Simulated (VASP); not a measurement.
# Al2Cu (C2/m) in VASP: single point with PBE

Aim: the single point of Al2Cu with PBE.

Everything below comes from runs of VASP 6.6.1. Logs are shortened: lines on timing, memory, paths and dates and some standing lists are left out, and cuts for length are marked.

### Step 1. The cell of the first run

The structure is monoclinic, space group C2/m (No. 12). The conventional cell has a = 4.883 Å, b = 8.559 Å, c = 4.927 Å, α = 90.00°, β = 119.70°, γ = 90.00°. Al (site symmetry 2) has 4 Cu at 2.53 to 2.65 Å and 11 Al at 2.72 to 3.22 Å within 3.3 Å. Within 3.3 Å of Al (site symmetry m) lie 4 Cu at 2.48 to 2.70 Å and 11 Al at 2.72 to 3.22 Å. Within 3.3 Å of Cu (site symmetry 2) lie 2 Cu at 2.47 Å and 8 Al at 2.48 to 2.70 Å.

### Step 2. Single point, PBE (atoms displaced along several vibrational modes)

File INCAR:

```
SYSTEM = Al2Cu
ALGO = Fast ; EDIFF = 1E-6
ENCUT = 520 ; GGA = PE
ISIF = 2 ; ISMEAR = 0
LASPH = .TRUE. ; LCHARG = .TRUE.
LELF = .TRUE. ; LREAL = .FALSE.
LVHAR = .TRUE. ; LWAVE = .FALSE.
NBANDS = 26 ; NELM = 80
PREC = Accurate ; SIGMA = 0.15
```

File KPOINTS:

```
k-points
0
G
  10 10 10
  0 0 0
```

File POSCAR:

```
Al2Cu
1.0
   -3.0261521189      3.0261521189      2.4412820335
    3.0261521189     -3.0261521189      2.4412820335
    3.0261521189      3.0261521189     -2.4412820335
Al Cu
4 2
Direct
    0.1587224635      0.6587224635      0.8174423316
    0.6794994192      0.8620570876      0.5000000000
    0.8412775365      0.3412775365      0.1825576684
    0.3205005808      0.1379429124      0.5000000000
    0.7276958390      0.7276930527     -0.0446111082
    0.2723041610      0.2723069473      0.0446111082
```

Potentials or basis: VASP PAW PBE potentials, release 64 (Al, Cu).

Started as:

```bash
$ cat potpaw_PBE.64/Al/POTCAR potpaw_PBE.64/Cu/POTCAR > POTCAR
$ mpirun -np 1 vasp_std > vasp.out
```

OUTCAR:

```text
SYSTEM = Al2Cu
   EDIFF = 1E-6
   ENCUT = 520
   GGA = PE
   ISIF = 2
   ISMEAR = 0
   LASPH = .TRUE.
   LREAL = .FALSE.
   NELM = 80
   PREC = Accurate

 ion  position               nearest neighbor table
   1  0.159  0.659  0.817-   5 2.53   5 2.53   6 2.65   6 2.65   3 2.72   3 2.90   3 2.90   4 3.03
                             2 3.03   2 3.19   4 3.19   2 3.22   2 3.22   4 3.22   4 3.22
   2  0.679  0.862  0.500-   6 2.48   5 2.48   6 2.70   5 2.70   4 2.72   4 2.73   3 3.03   1 3.03
                             4 3.07   1 3.19   3 3.19   1 3.22   1 3.22   3 3.22   3 3.22
   3  0.841  0.341  0.183-   6 2.53   6 2.53   5 2.65   5 2.65   1 2.72   1 2.90   1 2.90   2 3.03
                             4 3.03   4 3.19   2 3.19   4 3.22   4 3.22   2 3.22   2 3.22
   4  0.321  0.138  0.500-   5 2.48   6 2.48   5 2.70   6 2.70   2 2.72   2 2.73   1 3.03   3 3.03
                             2 3.07   3 3.19   1 3.19   3 3.22   3 3.22   1 3.22   1 3.22
   5  0.728  0.728  0.955-   6 2.47   6 2.47   4 2.48   2 2.48   1 2.53   1 2.53   3 2.65   3 2.65
                             4 2.70   2 2.70
   6  0.272  0.272  0.045-   5 2.47   5 2.47   2 2.48   4 2.48   3 2.53   3 2.53   1 2.65   1 2.65
                             2 2.70   4 2.70

  LATTYP: Found a body centered tetragonal cell.
 ALAT       =     6.0523042378
 C/A-ratio  =     0.8067281279

  Lattice vectors:

 A1 = (  -3.0261521189,   3.0261521189,   2.4412820335)
 A2 = (   3.0261521189,  -3.0261521189,   2.4412820335)
 A3 = (   3.0261521189,   3.0261521189,  -2.4412820335)

Analysis of symmetry for initial positions (statically):
=====================================================================
 Subroutine PRICEL returns:
 Original cell was already a primitive cell.

 Routine SETGRP: Setting up the symmetry group for a
 body centered tetragonal supercell.

 Subroutine GETGRP returns: Found  4 space group operations
 (whereof  2 operations were pure point group operations)
 out of a pool of 16 trial point group operations.

The static configuration has the point symmetry S_2 .
 The point group associated with its full space group is C_2h.

Analysis of symmetry for dynamics (positions and initial velocities):
=====================================================================
 Subroutine PRICEL returns:
 Original cell was already a primitive cell.

 Routine SETGRP: Setting up the symmetry group for a
 body centered tetragonal supercell.

 Subroutine GETGRP returns: Found  4 space group operations
 (whereof  2 operations were pure point group operations)
 out of a pool of 16 trial point group operations.

The dynamic configuration has the point symmetry S_2 .
 The point group associated with its full space group is C_2h.

[... 114 lines left out ...]
   POTIM  = 0.5000    time-step for ionic-motion
   TEBEG  =    0.0;   TEEND  =   0.0 temperature during run
   PSTRESS=    0.0 pullay stress
   NELECT =      34.0000    total number of electrons
   NUPDOWN=      -1.0000    fix difference up-down
   EMIN   =  10.00;   EMAX   =-10.00  energy-range for DOS
   EFERMI =   0.00;   METHOD = LEGACY
   ISMEAR =     0;   SIGMA  =   0.15  broadening in eV -4-tet -1-fermi 0-gaus
   EFERMI_NEDOS =   21; number of points for ismear=-14 and -15
   IALGO  =     68    algorithm
   IMIX   =      4    mixing-type and parameters
     AMIX     =   0.40;   BMIX     =  1.00
     AMIX_MAG =   1.60;   BMIX_MAG =  1.00
  volume/ion in A,a.u.               =      14.90       100.58
  Fermi-wavevector in a.u.,A,eV,Ry     =   1.185991  2.241198 19.137603  1.406574
  Thomas-Fermi vector in A             =   2.322173
   LORBIT       =      0    0 simple, 1 ext, 2 COOP (PROOUT), +10 PAW based schemes
   GGA     = PE    functional components
   LHFCALC =     F    Hartree Fock is set to
   AEXX    =    0.0000 exact exchange contribution
   IVDW    =     0    specifies the selected vdW correction
   LEPSILON=     F    determine dielectric tensor
   LRPA    =     F    only Hartree local field effects (RPA)
 non-spin polarized calculation
 RMM-DIIS sequential band-by-band and
 Gauss-broadening in eV      SIGMA  =   0.15
  energy-cutoff  :      520.00
  volume of cell :       89.43
 maximum number of plane-waves:      2427
 NGX is ok and might be reduce to    40
   NGX = 19   NGY = 19   NGZ = 19

 number of electron      33.9999999 magnetization

 Free energy of the ion-electron system (eV)
  ---------------------------------------------------
  ext. energy  EPLUGINS =         0.00000000
  ---------------------------------------------------
  free energy    TOTEN  =       -23.21591362 eV

  energy without entropy =      -23.19419533  energy(sigma->0) =      -23.20505447

 E-fermi :   7.9321     XC(G=0): -10.8553

 val. band max:        7.9234557436   @ k =   0.1000  -0.4000   0.3000
 cond. band min:       7.9384856683   @ k =   0.3000  -0.1000   0.2000
 fundamental gap:      0.0150299247
 Fermi energy:         7.9321454259

 k-point     1 :       0.0000    0.0000    0.0000
  band No.  band energies     occupation
      1      -2.7747      2.00000
      2       2.7025      2.00000
      3       2.9297      2.00000
      4       2.9733      2.00000
      5       3.0498      2.00000
      6       3.8341      2.00000
[... 685 lines left out ...]
     25      14.3286      0.00000
     26      14.9229      0.00000

 [... further k-points ...]

------------------------ aborting loop because EDIFF is reached ----------------------------------------

  FORCE on cell =-STRESS in cart. coord.  units (eV):
  Direction    XX          YY          ZZ          XY          YZ          ZX
  --------------------------------------------------------------------------------------
  -------------------------------------------------------------------------------------
  Total        0.5968792      0.5968792      0.3653980      0.0779501      0.6180725     -0.6180725
  in kB       10.6939352     10.6939352      6.5466225      1.3965867     11.0736437    -11.0736435
  external PRESSURE =       9.3114976 kB  Pullay stress =       0.0000000 kB

 VOLUME and BASIS-vectors are now :
 -----------------------------------------------------------------------------
  energy-cutoff  :      520.00
  volume of cell :       89.43
      direct lattice vectors                 reciprocal lattice vectors
    -3.026152119  3.026152119  2.441282033     0.000000000  0.165226327  0.204810421
     3.026152119 -3.026152119  2.441282033     0.165226327  0.000000000  0.204810421
     3.026152119  3.026152119 -2.441282033     0.165226327  0.165226327  0.000000000

 POSITION                                       TOTAL-FORCE (eV/Angst)
 -----------------------------------------------------------------------------------
      3.98678      0.96063      0.00001         0.024701      0.024701     -0.000000
      2.06552      0.96063      2.54273         0.086896     -0.086896     -0.172430
     -0.96063      2.06552      2.44128        -0.024701     -0.024701     -0.000000
      0.96063      2.06552     -0.10145        -0.086896      0.086896      0.172430
      2.89114      2.89116      1.22064         0.600498      0.600498     -0.000000
      0.13501      0.13499      1.22064        -0.600498     -0.600498     -0.000000
 -----------------------------------------------------------------------------------
    total drift:                                0.001888     -0.004139      0.000089

  FREE ENERGIE OF THE ION-ELECTRON SYSTEM (eV)
  ---------------------------------------------------
  free  energy   TOTEN  =       -23.2159136189 eV

  energy  without entropy=      -23.1941953273  energy(sigma->0) =      -23.20505447
```

stdout:

```text
POSCAR found type information on POSCAR AlCu
 POSCAR found :  2 types and       6 ions
 scaLAPACK will be used
 LDA part: xc-table for (Slater+PW92), standard interpolation
 POSCAR, INCAR and KPOINTS ok, starting setup
 FFT: planning ... GRIDC
 FFT: planning ... GRID_SOFT
 FFT: planning ... GRID
 WAVECAR not read
 entering main loop
```

It took 30 min on 1 thread of Intel Xeon 8259CL, shared host; peak memory 0.65 GiB.

Results:

| Quantity | Value |
| --- | --- |
| Free energy | -23.2159 eV |
| Pressure | 0.9 GPa |
| Largest force | 0.849 eV/Å |
| Band gap on the k mesh | zero (bands 17 and 18 overlap by 4.37 eV) |

Forces in eV/Å, atoms in the order of the input:
```
Al   0.025  0.025  0.000
Al   0.087 -0.087 -0.172
Al  -0.025 -0.025  0.000
Al  -0.087  0.087  0.172
Cu   0.600  0.600  0.000
Cu  -0.600 -0.600  0.000
```

Levels at points of the mesh, in eV from the Fermi level:
```csv
k point,band 14,band 15,band 16,band 17,band 18,band 19,band 20,band 21
"(0.00, 0.00, 0.00)",-1.91,-1.24,-1.23,-1.14,-0.77,-0.35,0.02,1.42
"(0.50, 0.00, 0.00)",-2.97,-2.61,-2.52,0.04,0.50,3.63,4.16,4.18
"(0.00, 0.50, 0.50)",-3.00,-2.59,-2.52,-0.01,0.47,3.73,4.00,4.26
"(0.50, 0.50, 0.00)",-2.68,-1.25,-1.21,-0.90,-0.70,0.72,1.15,4.61
"(0.00, 0.00, 0.50)",-2.74,-1.34,-1.22,-0.98,-0.76,0.74,1.28,4.75
"(0.50, 0.50, 0.50)",-3.27,-3.24,-1.93,2.64,2.99,3.07,3.21,4.10
```

Caveat: the cell differs from its parent crystal (atoms displaced along several vibrational modes).
